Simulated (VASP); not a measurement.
Here is a VASP 6.6.1 calculation.

INCAR

```
ALGO = Normal ; EDIFF = 1E-7
EDIFFG = -0.01 ; ENCUT = 600
GGA = PE ; IBRION = 2
ISIF = 3 ; ISMEAR = -1
IVDW = 13 ; LASPH = T
LCHARG = F ; LREAL = F
LWAVE = F ; NELM = 60
NSW = 60 ; PREC = Accurate
SIGMA = 0.05
```

The input KPOINTS:

```
k-points
0
Gamma
  9 9 9
```

File POSCAR:

```
LiCl
1.0
    0.0000000000      2.5647700000      2.5647700000
    2.5647700000      0.0000000000      2.5647700000
    2.5647700000      2.5647700000      0.0000000000
Cl Li
1 1
Direct
    0.5000000000      0.5000000000      0.5000000000
    0.0000000000      0.0000000000      0.0000000000
```

Potentials or basis: VASP PAW PBE potentials, release 64 (Cl, Li_sv).

Command:

```bash
$ cat potpaw_PBE.64/Cl/POTCAR potpaw_PBE.64/Li_sv/POTCAR > POTCAR
$ mpirun -np 1 vasp_std > vasp.out
```

(1) What does it give for the relaxed cell?

(2) What does it give for the space group after relaxing (to 0.05 Å)?

Answers

(1) a = 3.595 Å, b = 3.595 Å, c = 3.595 Å, α = 60.00°, β = 60.00°, γ = 60.00°.

(2) Fm-3m (No. 225).
